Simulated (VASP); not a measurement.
Runs of VASP 6.6.1 on Ca. The structure is tetragonal, space group I4/mmm (No. 139). Conventional cell: a = 4.410 Å, b = 4.410 Å, c = 4.392 Å, α = 90.00°, β = 90.00°, γ = 90.00°. Ca (site symmetry 4/mmm) has 14 Ca at 3.81 to 4.41 Å within 5.0 Å. This isn't the form of Ca at room conditions, which is fcc.

```tsv
level	k mesh	smearing	gap on the mesh (eV)	pressure (GPa)
PBE+D4	2 × 2 × 2	gaussian 0.1 eV	none	-2.3
PBE	1 × 5 × 5, shifted	gaussian 0.1 eV	none	0.3
BLYP	4 × 4 × 4	gaussian 0.1 eV	none	(a)
BLYP	6 × 6 × 6	gaussian 0.1 eV	none	-0.2
PBE+D3(BJ)	4 × 4 × 4	tetrahedron	none	-1.5
PBE	4 × 4 × 4	gaussian 0.1 eV	none	-0.2
```

Alike in all rows: task single point; potentials or basis VASP PAW PBE potentials, release 64 (Ca_sv); no spin polarisation; cell as given; cutoff (eV) 500.

Estimate the missing entries.

(a) -0.4.

Caveats: some runs use coarse meshes; the PAW data sets were made with another functional, which shifts forces and pressure a little (at least some runs); three body term missing (at least some runs).

A gap of «none» marks levels without a gap at the run's occupations.
